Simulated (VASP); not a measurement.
# Ru (P6_3/mmc) in VASP: a series of runs, part 3 of 3

VASP 6.6.1. Earlier steps stand in the parts before.

## Step 6: Electric field gradients, PBEsol (volume scaled by 1.04)

File INCAR:

```
SYSTEM = Ru
  PREC = Accurate
  ENCUT = 520
  EDIFF = 1E-8
  ISMEAR = -1
  SIGMA = 0.03
  LREAL = .FALSE.
  LASPH = .TRUE.
  NELM = 60
  ALGO = Normal
  ISIF = 2
  LWAVE = .FALSE.
  LCHARG = .FALSE.
  GGA = PS
  LEFG = .TRUE.
  NBANDS = 21
```

File KPOINTS:

```
regular mesh
0
G
  14 14 8
  0 0 0
```

File POSCAR:

```
Ru
1.0
    2.7414060403      0.0000000000      0.0000000000
   -1.3707030201      2.3741272730      0.0000000000
    0.0000000000      0.0000000000      4.3382472512
Ru
2
Direct
    0.3333333333      0.6666666667      0.2500000000
    0.6666666667      0.3333333333      0.7500000000
```

Potentials or basis: VASP PAW PBE potentials, release 64 (Ru_pv).

Started as:

```
cat potpaw_PBE.64/Ru_pv/POTCAR > POTCAR
mpirun -np 1 vasp_std > vasp.out
```

OUTCAR:

```text
SYSTEM = Ru
   PREC = Accurate
   ENCUT = 520
   EDIFF = 1E-8
   ISMEAR = -1
   LREAL = .FALSE.
   LASPH = .TRUE.
   NELM = 60
   ISIF = 2
   GGA = PS

 ion  position               nearest neighbor table
   1  0.333  0.667  0.250-   2 2.69   2 2.69   2 2.69   2 2.69   2 2.69   2 2.69
   2  0.667  0.333  0.750-   1 2.69   1 2.69   1 2.69   1 2.69   1 2.69   1 2.69

  LATTYP: Found a hexagonal cell.
 ALAT       =     2.7414060403
 C/A-ratio  =     1.5824898565

  Lattice vectors:

 A1 = (   2.7414060403,   0.0000000000,   0.0000000000)
 A2 = (  -1.3707030201,   2.3741272730,   0.0000000000)
 A3 = (   0.0000000000,   0.0000000000,   4.3382472512)

Analysis of symmetry for initial positions (statically):
=====================================================================
 Subroutine PRICEL returns:
 Original cell was already a primitive cell.

 Routine SETGRP: Setting up the symmetry group for a
 hexagonal supercell.

 Subroutine GETGRP returns: Found 24 space group operations
 (whereof 12 operations were pure point group operations)
 out of a pool of 24 trial point group operations.

The static configuration has the point symmetry D_3d.
 The point group associated with its full space group is D_6h.

Analysis of symmetry for dynamics (positions and initial velocities):
=====================================================================
 Subroutine PRICEL returns:
 Original cell was already a primitive cell.

 Routine SETGRP: Setting up the symmetry group for a
 hexagonal supercell.

 Subroutine GETGRP returns: Found 24 space group operations
 (whereof 12 operations were pure point group operations)
 out of a pool of 24 trial point group operations.

The dynamic configuration has the point symmetry D_3d.
 The point group associated with its full space group is D_6h.

 Subroutine INISYM returns: Found 24 space group operations
 (whereof 12 operations are pure point group operations),
 and found     1 'primitive' translations

----------------------------------------------------------------------------------------

                                     Primitive cell

  volume of cell :      28.2353

  direct lattice vectors                    reciprocal lattice vectors
     2.741406040  0.000000000  0.000000000     0.364776317  0.210603705  0.000000000
    -1.370703020  2.374127273  0.000000000     0.000000000  0.421207410  0.000000000
     0.000000000  0.000000000  4.338247251     0.000000000  0.000000000  0.230507839

  length of vectors
     2.741406040  2.741406040  4.338247251     0.421207410  0.421207410  0.230507839

  position of ions in fractional coordinates (direct lattice)
     0.333333333  0.666666667  0.250000000
     0.666666667  0.333333333  0.750000000

  ion indices of the primitive-cell ions
   primitive index   ion index
                 1           1
                 2           2

----------------------------------------------------------------------------------------

 KPOINTS: regular mesh
[... 67 lines left out ...]
   NELM   =     60;   NELMIN=  2; NELMDL= -5     # of ELM steps
   EDIFF  = 0.1E-07   stopping-criterion for ELM
   LREAL  =      F    real-space projection
   EDIFFG = 0.1E-06   stopping-criterion for IOM
   NSW    =      0    number of steps for IOM
   IBRION =     -1    ionic relax: 0-MD 1-quasi-New 2-CG
   NFREE  =      0    steps in history (QN), initial steepest desc. (CG)
   ISIF   =      2    stress and relaxation
   ISYM   =      2    0-nonsym 1-usesym 2-fastsym
   POTIM  = 0.5000    time-step for ionic-motion
   TEBEG  =    0.0;   TEEND  =   0.0 temperature during run
   PSTRESS=    0.0 pullay stress
   NELECT =      28.0000    total number of electrons
   NUPDOWN=      -1.0000    fix difference up-down
   EMIN   =  10.00;   EMAX   =-10.00  energy-range for DOS
   EFERMI =   0.00;   METHOD = LEGACY
   ISMEAR =    -1;   SIGMA  =   0.03  broadening in eV -4-tet -1-fermi 0-gaus
   EFERMI_NEDOS =   21; number of points for ismear=-14 and -15
   IALGO  =     38    algorithm
   IMIX   =      4    mixing-type and parameters
     AMIX     =   0.40;   BMIX     =  1.00
     AMIX_MAG =   1.60;   BMIX_MAG =  1.00
  volume/ion in A,a.u.               =      14.12        95.27
  Fermi-wavevector in a.u.,A,eV,Ry     =   1.632539  3.085052 36.262033  2.665184
  Thomas-Fermi vector in A             =   2.724493
   LORBIT       =      0    0 simple, 1 ext, 2 COOP (PROOUT), +10 PAW based schemes
   GGA     = PS    functional components
   LHFCALC =     F    Hartree Fock is set to
   AEXX    =    0.0000 exact exchange contribution
   IVDW    =     0    specifies the selected vdW correction
   LEPSILON=     F    determine dielectric tensor
   LRPA    =     F    only Hartree local field effects (RPA)
 non-spin polarized calculation
  energy-cutoff  :      520.00
  volume of cell :       28.24
 maximum number of plane-waves:       778
   NGX = 11   NGY = 11   NGZ = 17

 number of electron      28.0000011 magnetization

 Free energy of the ion-electron system (eV)
  ---------------------------------------------------
  ext. energy  EPLUGINS =         0.00000000
  ---------------------------------------------------
  free energy    TOTEN  =       -20.24694851 eV

  energy without entropy =      -20.23971198  energy(sigma->0) =      -20.24333025

 E-fermi :  11.9818     XC(G=0): -14.0404

 val. band max:       11.9697318544   @ k =   0.2857   0.1429   0.1250
 cond. band min:      11.9822964768   @ k =   0.0000   0.0000   0.3750
 fundamental gap:      0.0125646225
 Fermi energy:        11.9817777669

 k-point     1 :       0.0000    0.0000    0.0000
  band No.  band energies     occupation
      1     -31.4661      2.00000
      2     -30.6347      2.00000
      3     -30.6347      2.00000
      4     -30.4833      2.00000
      5     -30.4833      2.00000
      6     -30.4556      2.00000
[... 565 lines left out ...]
     20      22.3217      0.00000
     21      22.3220      0.00000

 [... further k-points ...]
[... 5 lines left out ...]
  --------------------------------------------------------------------------------------
  -------------------------------------------------------------------------------------
  Total       -2.9598160     -2.9598160     -3.4154145     -0.0000000      0.0000000     -0.0000000
  in kB     -167.9513992   -167.9513992   -193.8038211     -0.0000000      0.0000000     -0.0000000
  external PRESSURE =    -176.5688732 kB  Pullay stress =       0.0000000 kB

 VOLUME and BASIS-vectors are now :
 -----------------------------------------------------------------------------
  energy-cutoff  :      520.00
  volume of cell :       28.24
      direct lattice vectors                 reciprocal lattice vectors
     2.741406040  0.000000000  0.000000000     0.364776317  0.210603705  0.000000000
    -1.370703020  2.374127273  0.000000000     0.000000000  0.421207410  0.000000000
     0.000000000  0.000000000  4.338247251     0.000000000  0.000000000  0.230507839

 POSITION                                       TOTAL-FORCE (eV/Angst)
 -----------------------------------------------------------------------------------
     -0.00000      1.58275      1.08456        -0.000000      0.000000      0.000000
      1.37070      0.79138      3.25369         0.000000     -0.000000      0.000000
 -----------------------------------------------------------------------------------
    total drift:                                0.000000     -0.000000      0.000000

  FREE ENERGIE OF THE ION-ELECTRON SYSTEM (eV)
  ---------------------------------------------------
  free  energy   TOTEN  =       -20.2469485146 eV

  energy  without entropy=      -20.2397119792  energy(sigma->0) =      -20.24333025

 Electric field gradients (V/A^2)
---------------------------------------------------------------------
 ion       V_xx      V_yy      V_zz      V_xy      V_xz      V_yz
---------------------------------------------------------------------
   1       6.132     6.135   -12.266     0.002     0.000     0.000
   2       6.132     6.135   -12.266     0.002     0.000     0.000
---------------------------------------------------------------------

 Electric field gradients after diagonalization (V/A^2)
 (convention: |V_zz| > |V_xx| > |V_yy|)
----------------------------------------------------------------------
 ion       V_xx      V_yy      V_zz     asymmetry (V_yy - V_xx)/ V_zz
----------------------------------------------------------------------
   1       6.136     6.130   -12.266       0.000
   2       6.136     6.130   -12.266       0.000
----------------------------------------------------------------------

           NMR quadrupolar parameters

 Cq : quadrupolar parameter    Cq=e*Q*V_zz/h
 eta: asymmetry parameters     (V_yy - V_xx)/ V_zz
 Q  : nuclear electric quadrupole moment in mb (millibarn)
----------------------------------------------------------------------
 ion       Cq(MHz)       eta       Q (mb)
----------------------------------------------------------------------
   1      -0.030       0.000       1.000
   2      -0.030       0.000       1.000
----------------------------------------------------------------------
```

Wall time 37 s (1 thread of Intel Xeon Platinum 8488C (Sapphire Rapids), shared host); peak memory 0.17 GiB.

What came out:

```yaml
Free_energy: -20.2469 eV
Pressure: -17.7 GPa
Band_gap_on_the_k_mesh: zero (band 14 reaches 13.53 eV, above the bottom of band 15 at 10.57 eV)
```

Stress tensor (GPa, compression positive):
```
-16.80   0.00   0.00
  0.00 -16.80   0.00
  0.00   0.00 -19.38
```

Levels at points of the mesh, in eV from the Fermi level:
| k point | band 11 | band 12 | band 13 | band 14 | band 15 | band 16 | band 17 | band 18 |
| --- | --- | --- | --- | --- | --- | --- | --- | --- |
| (0.00, 0.00, 0.00) | -2.28 | -1.79 | -1.79 | -1.30 | -1.30 | 1.14 | 1.14 | 1.21 |
| (0.50, 0.00, 0.00) | -1.97 | -1.74 | -1.44 | 1.36 | 1.76 | 1.82 | 3.86 | 5.83 |
| (0.00, 0.00, 0.50) | -2.59 | -2.59 | -2.59 | -2.59 | 0.53 | 0.53 | 0.53 | 0.53 |
| (0.50, 0.00, 0.50) | -0.98 | -0.98 | 0.42 | 0.42 | 1.60 | 1.60 | 3.23 | 3.23 |

Electric field gradients, principal values (V/Å²):
| atom | least | middle | greatest (by size) |
| --- | --- | --- | --- |
| 1 Ru | 6.130 | 6.136 | -12.266 |
| 2 Ru | 6.130 | 6.136 | -12.266 |

Caveat: without QUAD_EFG the Cq values of the log hold for a quadrupole moment of 1 mb, not for the nuclei; the PAW data sets were made with another functional, which shifts forces and pressure a little.

## Step 7: The runs side by side

| cell | gap on the mesh (eV) | pressure (GPa) |
| --- | --- | --- |
| a = 2.651, b = 2.651, c = 4.194 Å, angles 90.0, 90.0, 120.0°, 2 atoms | none | 16.6 |
| a = 2.688, b = 2.688, c = 4.253 Å, angles 90.0, 90.0, 120.0°, 2 atoms | none | 0.4 |
| a = 2.715, b = 2.715, c = 4.296 Å, angles 90.0, 90.0, 120.0°, 2 atoms | none | -9.4 |
| a = 2.741, b = 2.741, c = 4.338 Å, angles 90.0, 90.0, 120.0°, 2 atoms | none | -17.7 |

Alike in all rows: task electric field gradients; level PBEsol; potentials or basis VASP PAW PBE potentials, release 64 (Ru_pv); no spin polarisation; k mesh 14 × 14 × 8; cutoff (eV) 520; smearing fermi-dirac 0.03 eV.

Caveats: the PAW data sets were made with another functional, which shifts forces and pressure a little.

Absolute energies hang on the potentials; compare differences alone.
